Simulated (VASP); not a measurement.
Bi, 1 atom in the cell. The structure is cubic, space group Im-3m (No. 229). Conventional cell: a = 3.879 Å, b = 3.879 Å, c = 3.879 Å, α = 90.00°, β = 90.00°, γ = 90.00°. Within 4.4 Å of Bi (site symmetry m-3m) lie 14 Bi at 3.36 to 3.88 Å.  This cell differs from its parent crystal: volume scaled by 0.97.

```yaml
Program: VASP 6.6.1
Task: single point
Functional: PBE
Dispersion: D3(BJ)
Potentials_or_basis: VASP PAW PBE potentials, release 64 (Bi_d)
Cutoff: 520 eV
k_mesh: 16 × 16 × 16
Occupations: gaussian, width 0.1 eV
Spin: no spin polarisation
Dipole_correction: no
Further_INCAR_settings: ALGO = Normal; EDIFF = 1e-06; NBANDS = 14
```

Potentials or basis: VASP PAW PBE potentials, release 64 (Bi_d).

Launch:

```bash
$ cat potpaw_PBE.64/Bi_d/POTCAR > POTCAR
$ mpirun -np 1 vasp_std > vasp.out
```

Hardware: 1 thread of Intel(R) Xeon(R) Platinum 8259CL CPU @ 2.50GHz (Skylake/Cascade Lake), with other jobs on the host.

Problem. How long does it take, and how much memory?

Solution. It took 51 s on 1 thread of Intel(R) Xeon(R) Platinum 8259CL CPU @ 2.50GHz (Skylake/Cascade Lake), with other jobs on the host, peak memory 0.2 GiB. Counts: scf iterations 11, k points 145.
